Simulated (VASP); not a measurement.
# Al3Cu (Pm-3m) in VASP: single point with r2SCAN

Aim: the single point of Al3Cu with r2SCAN.

Everything below comes from runs of VASP 6.6.1. Logs are shortened: lines on timing, memory, paths and dates and some standing lists are left out, and cuts for length are marked.

### Step 1. The cell of the first run

The structure is cubic, space group Pm-3m (No. 221). The conventional cell has a = 3.924 Å, b = 3.924 Å, c = 3.924 Å, α = 90.00°, β = 90.00°, γ = 90.00°. Within 3.7 Å of Al (site symmetry 4/mmm) lie 8 Al at 2.77 Å and 4 Cu at 2.77 Å. Cu (site symmetry m-3m) has 12 Al at 2.77 Å within 3.7 Å.

### Step 2. Single point, r2SCAN

POSCAR reads:

```
Al3Cu
1.0
    3.9241510000      0.0000000000      0.0000000000
    0.0000000000      3.9241510000      0.0000000000
    0.0000000000      0.0000000000      3.9241510000
Al Cu
3 1
Direct
    0.0000000000      0.5000000000      0.5000000000
    0.5000000000      0.0000000000      0.5000000000
    0.5000000000      0.5000000000      0.0000000000
    0.0000000000      0.0000000000      0.0000000000
```

INCAR.step1 reads:

```
SYSTEM = Al3Cu
PREC = Accurate ; ENCUT = 900
ISMEAR = 0 ; SIGMA = 0.1
LREAL = .FALSE. ; LASPH = .TRUE.
NELM = 120 ; NBANDS = 22
GGA = PE ; ALGO = Normal
EDIFF = 1E-5 ; LWAVE = .TRUE.
LCHARG = .FALSE. ; GGA_COMPAT = .FALSE.
```

INCAR.step2 reads:

```
SYSTEM = Al3Cu
PREC = Accurate ; ENCUT = 900
EDIFF = 1E-6 ; ISMEAR = 0
SIGMA = 0.1 ; LREAL = .FALSE.
LASPH = .TRUE. ; NELM = 120
ALGO = Normal ; ISIF = 2
LWAVE = .FALSE. ; LCHARG = .FALSE.
METAGGA = R2SCAN ; LMIXTAU = .TRUE.
NBANDS = 22 ; ISTART = 1
GGA_COMPAT = .FALSE.
```

KPOINTS reads:

```
regular mesh
0
G
  1 1 1
  0 0 0
```

Potentials or basis: VASP PAW PBE potentials, release 64 (Al, Cu_sv_GW).

Launch:

```console
$ cat potpaw_PBE.64/Al/POTCAR potpaw_PBE.64/Cu_sv_GW/POTCAR > POTCAR
$ cp INCAR.step1 INCAR
$ mpirun -np 1 vasp_gam > vasp.out
$ cp INCAR.step2 INCAR
$ mpirun -np 1 vasp_gam > vasp.out
```

OUTCAR:

```text
SYSTEM = Al3Cu
   PREC = Accurate
   ENCUT = 900
   EDIFF = 1E-6
   ISMEAR = 0
   LREAL = .FALSE.
   LASPH = .TRUE.
   NELM = 120
   ISIF = 2
   METAGGA = R2SCAN
   ISTART = 1

 ion  position               nearest neighbor table
   1  0.000  0.500  0.500-   2 2.77   3 2.77   4 2.77   3 2.77   4 2.77   2 2.77   4 2.77   4 2.77
                             2 2.77   3 2.77   3 2.77   2 2.77
   2  0.500  0.000  0.500-   1 2.77   3 2.77   4 2.77   3 2.77   4 2.77   1 2.77   3 2.77   3 2.77
                             1 2.77   4 2.77   4 2.77   1 2.77
   3  0.500  0.500  0.000-   1 2.77   2 2.77   4 2.77   1 2.77   2 2.77   2 2.77   4 2.77   2 2.77
                             1 2.77   4 2.77   1 2.77   4 2.77
   4  0.000  0.000  0.000-   1 2.77   2 2.77   3 2.77   1 2.77   2 2.77   1 2.77   3 2.77   1 2.77
                             2 2.77   3 2.77   2 2.77   3 2.77

  LATTYP: Found a simple cubic cell.
 ALAT       =     3.9241510000

  Lattice vectors:

 A1 = (   3.9241510000,   0.0000000000,   0.0000000000)
 A2 = (   0.0000000000,   3.9241510000,   0.0000000000)
 A3 = (   0.0000000000,   0.0000000000,   3.9241510000)

Analysis of symmetry for initial positions (statically):
=====================================================================
 Subroutine PRICEL returns:
 Original cell was already a primitive cell.

 Routine SETGRP: Setting up the symmetry group for a
 simple cubic supercell.

 Subroutine GETGRP returns: Found 48 space group operations
 (whereof 48 operations were pure point group operations)
 out of a pool of 48 trial point group operations.

The static configuration has the point symmetry O_h .

Analysis of symmetry for dynamics (positions and initial velocities):
=====================================================================
 Subroutine PRICEL returns:
 Original cell was already a primitive cell.

 Routine SETGRP: Setting up the symmetry group for a
 simple cubic supercell.

 Subroutine GETGRP returns: Found 48 space group operations
 (whereof 48 operations were pure point group operations)
 out of a pool of 48 trial point group operations.

The dynamic configuration has the point symmetry O_h .

 Subroutine INISYM returns: Found 48 space group operations
 (whereof 48 operations are pure point group operations),
 and found     1 'primitive' translations

----------------------------------------------------------------------------------------

                                     Primitive cell

  volume of cell :      60.4278

  direct lattice vectors                    reciprocal lattice vectors
     3.924151000  0.000000000  0.000000000     0.254832192  0.000000000  0.000000000
     0.000000000  3.924151000  0.000000000     0.000000000  0.254832192  0.000000000
     0.000000000  0.000000000  3.924151000     0.000000000  0.000000000  0.254832192

  length of vectors
     3.924151000  3.924151000  3.924151000     0.254832192  0.254832192  0.254832192

  position of ions in fractional coordinates (direct lattice)
     0.000000000  0.500000000  0.500000000
     0.500000000  0.000000000  0.500000000
     0.500000000  0.500000000  0.000000000
     0.000000000  0.000000000  0.000000000

  ion indices of the primitive-cell ions
   primitive index   ion index
                 1           1
                 2           2
                 3           3
                 4           4

----------------------------------------------------------------------------------------

 KPOINTS: regular mesh

Automatic generation of k-mesh.
 Grid dimensions read from file:
 generate k-points for:    1    1    1

 Generating k-lattice:

  Cartesian coordinates                     Fractional coordinates (reciprocal lattice)
     0.254832192  0.000000000  0.000000000     1.000000000  0.000000000  0.000000000
     0.000000000  0.254832192  0.000000000     0.000000000  1.000000000  0.000000000
     0.000000000  0.000000000  0.254832192     0.000000000  0.000000000  1.000000000

  Length of vectors
     0.254832192  0.254832192  0.254832192

  Shift w.r.t. Gamma in fractional coordinates (k-lattice)
     0.000000000  0.000000000  0.000000000

 Subroutine IBZKPT returns following result:
 ===========================================

 Found      1 irreducible k-points:

 Following reciprocal coordinates:
            Coordinates               Weight
  0.000000  0.000000  0.000000      1.000000
   k-points           NKPTS =      1   k-points in BZ     NKDIM =      1   number of bands    NBANDS=     22
   number of dos      NEDOS =    301   number of ions     NIONS =      4
   total plane-waves  NPLWV =  64000
   dimension x,y,z NGX =    40 NGY =   40 NGZ =   40
   dimension x,y,z NGXF=    80 NGYF=   80 NGZF=   80
   ions per type =               3   1
   NGX,Y,Z   is equivalent  to a cutoff of  16.95, 16.95, 16.95 a.u.
   NGXF,Y,Z  is equivalent  to a cutoff of  33.89, 33.89, 33.89 a.u.
 SYSTEM =  Al3Cu
   PREC   = accura    normal or accurate (medium, high low for compatibility)
   ISTART =      1    job   : 0-new  1-cont  2-samecut
   ICHARG =      0    charge: 1-file 2-atom 10-const
   ISPIN  =      1    spin polarized calculation?
   LNONCOLLINEAR =      F non collinear calculations
   LSORBIT =      F    spin-orbit coupling
   LASPH  =      T    aspherical Exc in radial PAW
   ENCUT  =  900.0 eV  66.15 Ry    8.13 a.u.   9.60  9.60  9.60*2*pi/ulx,y,z
   NELM   =    120;   NELMIN=  2; NELMDL=  0     # of ELM steps
   EDIFF  = 0.1E-05   stopping-criterion for ELM
   LREAL  =      F    real-space projection
   EDIFFG = 0.1E-04   stopping-criterion for IOM
   NSW    =      0    number of steps for IOM
   IBRION =     -1    ionic relax: 0-MD 1-quasi-New 2-CG
   NFREE  =      0    steps in history (QN), initial steepest desc. (CG)
   ISIF   =      2    stress and relaxation
   ISYM   =      2    0-nonsym 1-usesym 2-fastsym
   POTIM  = 0.5000    time-step for ionic-motion
   TEBEG  =    0.0;   TEEND  =   0.0 temperature during run
   PSTRESS=    0.0 pullay stress
   NELECT =      28.0000    total number of electrons
   NUPDOWN=      -1.0000    fix difference up-down
   EMIN   =  10.00;   EMAX   =-10.00  energy-range for DOS
   EFERMI =   0.00;   METHOD = LEGACY
   ISMEAR =     0;   SIGMA  =   0.10  broadening in eV -4-tet -1-fermi 0-gaus
   EFERMI_NEDOS =   21; number of points for ismear=-14 and -15
   IALGO  =     38    algorithm
   IMIX   =      4    mixing-type and parameters
     AMIX     =   0.40;   BMIX     =  1.00
     AMIX_MAG =   1.60;   BMIX_MAG =  1.00
  volume/ion in A,a.u.               =      15.11       101.95
  Fermi-wavevector in a.u.,A,eV,Ry     =   1.266821  2.393944 21.835099  1.604835
  Thomas-Fermi vector in A             =   2.400001
   LORBIT       =      0    0 simple, 1 ext, 2 COOP (PROOUT), +10 PAW based schemes
   METAGGA = R2SCAN    functional components
   LHFCALC =     F    Hartree Fock is set to
   AEXX    =    0.0000 exact exchange contribution
   IVDW    =     0    specifies the selected vdW correction
   LEPSILON=     F    determine dielectric tensor
   LRPA    =     F    only Hartree local field effects (RPA)
 non-spin polarized calculation
 Gauss-broadening in eV      SIGMA  =   0.10
  energy-cutoff  :      900.00
  volume of cell :       60.43
 maximum number of plane-waves:      1872
 NGX is ok and might be reduce to    40
   NGX = 19   NGY = 19   NGZ = 19

 number of electron      28.0000005 magnetization

 Free energy of the ion-electron system (eV)
  ---------------------------------------------------
  ext. energy  EPLUGINS =         0.00000000
  ---------------------------------------------------
  free energy    TOTEN  =       -24.30982939 eV

  energy without entropy =      -24.30980399  energy(sigma->0) =      -24.30981669

 E-fermi :   8.2537     XC(G=0): -11.5910

 val. band max:        7.9636210290   @ k =   0.0000   0.0000   0.0000
 cond. band min:       8.5549736653   @ k =   0.0000   0.0000   0.0000
 fundamental gap:      0.5913526364
 Fermi energy:         8.2537263411

 k-point     1 :       0.0000    0.0000    0.0000
  band No.  band energies     occupation
      1    -110.6501      2.00000
      2     -66.4020      2.00000
      3     -66.4020      2.00000
      4     -66.4020      2.00000
      5      -3.4276      2.00000
      6       2.8357      2.00000
[... 14 lines left out ...]
     21      15.4058      0.00000
     22      15.4058      0.00000

------------------------ aborting loop because EDIFF is reached ----------------------------------------

  FORCE on cell =-STRESS in cart. coord.  units (eV):
  Direction    XX          YY          ZZ          XY          YZ          ZX
  --------------------------------------------------------------------------------------
  -------------------------------------------------------------------------------------
  Total       -3.3500837     -3.3500837     -3.3500837     -0.0000000      0.0000000     -0.0000000
  in kB      -88.8237509    -88.8237509    -88.8237509     -0.0000000      0.0000000     -0.0000000
  external PRESSURE =     -88.8237509 kB  Pullay stress =       0.0000000 kB

 VOLUME and BASIS-vectors are now :
 -----------------------------------------------------------------------------
  energy-cutoff  :      900.00
  volume of cell :       60.43
      direct lattice vectors                 reciprocal lattice vectors
     3.924151000  0.000000000  0.000000000     0.254832192  0.000000000  0.000000000
     0.000000000  3.924151000  0.000000000     0.000000000  0.254832192  0.000000000
     0.000000000  0.000000000  3.924151000     0.000000000  0.000000000  0.254832192

 POSITION                                       TOTAL-FORCE (eV/Angst)
 -----------------------------------------------------------------------------------
      0.00000      1.96208      1.96208         0.000000      0.000000      0.000000
      1.96208      0.00000      1.96208         0.000000      0.000000      0.000000
      1.96208      1.96208      0.00000         0.000000      0.000000      0.000000
      0.00000      0.00000      0.00000         0.000000      0.000000      0.000000
 -----------------------------------------------------------------------------------
    total drift:                               -0.000000     -0.000000     -0.000000

  FREE ENERGIE OF THE ION-ELECTRON SYSTEM (eV)
  ---------------------------------------------------
  free  energy   TOTEN  =       -24.3098293934 eV

  energy  without entropy=      -24.3098039902  energy(sigma->0) =      -24.30981669
```

Run time: 22 s. Hardware: 1 thread of AMD EPYC 9R45 (Zen 5), shared host; peak memory 0.22 GiB.

Results:

```
Free energy : -24.3098 eV
Pressure    : -8.9 GPa
```

Caveat: the k points lie up to 1.60 Å⁻¹ apart, too coarse for converged energies, forces and pressures; the PAW data sets were made with another functional, which shifts forces and pressure a little.
